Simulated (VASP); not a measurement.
Write the native input for VASP 6.6.1 that does the following.

| Item | Value |
| --- | --- |
| Task | single point |
| Functional | PBE |
| Potentials or basis | VASP PAW PBE potentials, release 64 (Al, As) |
| Cutoff | 500 eV |
| k mesh | 8 × 8 × 8 |
| Occupations | fermi-dirac, width 0.02 eV |
| Spin | no spin polarisation |
| Dipole correction | no |
| Further INCAR settings | ALGO = Normal; EDIFF = 1e-06; NBANDS = 11 |

The structure of AlAs lies in POSCAR:

```
AlAs
1.0
    0.0000000000      2.8636840509      2.8636840509
    2.8636840509      0.0000000000      2.8636840509
    2.8636840509      2.8636840509      0.0000000000
Al As
1 1
Direct
    0.0000000000      0.0000000000      0.0000000000
    0.2500000000      0.2500000000      0.2500000000
```

These files were run (other wordings do the same):

INCAR

```
ALGO     = Normal         # electronic algorithm
EDIFF    = 1E-6           # SCF threshold, eV
ENCUT    = 500            # plane-wave cutoff, eV
GGA      = PE             # functional
GGA_COMPAT= F            
ISIF     = 2              # what is computed and relaxed
ISMEAR   = -1             # smearing method
LASPH    = T              # aspherical terms in the spheres
LCHARG   = F              # write CHGCAR
LREAL    = F              # projectors in reciprocal space
LWAVE    = F              # write WAVECAR
NBANDS   = 11             # bands
NELM     = 120            # most SCF steps
PREC     = Accurate       # precision mode
SIGMA    = 0.02           # smearing width, eV
```

KPOINTS

```
k-points
0
Gamma
  8 8 8
```

Potentials or basis: VASP PAW PBE potentials, release 64 (Al, As).

The run is started by

```sh
$ cat potpaw_PBE.64/Al/POTCAR potpaw_PBE.64/As/POTCAR > POTCAR
$ mpirun -np 1 vasp_std > vasp.out
```

Results of the run:

```json
{
  "Pressure": "0.2 GPa",
  "Band gap on the k mesh": "1.49 eV, indirect (least direct gap 1.78 eV)"
}
```

Wall time 15 s on 1 thread of Intel(R) Xeon(R) Platinum 8488C (Sapphire Rapids), with other jobs on the host, peak memory 0.17 GiB.
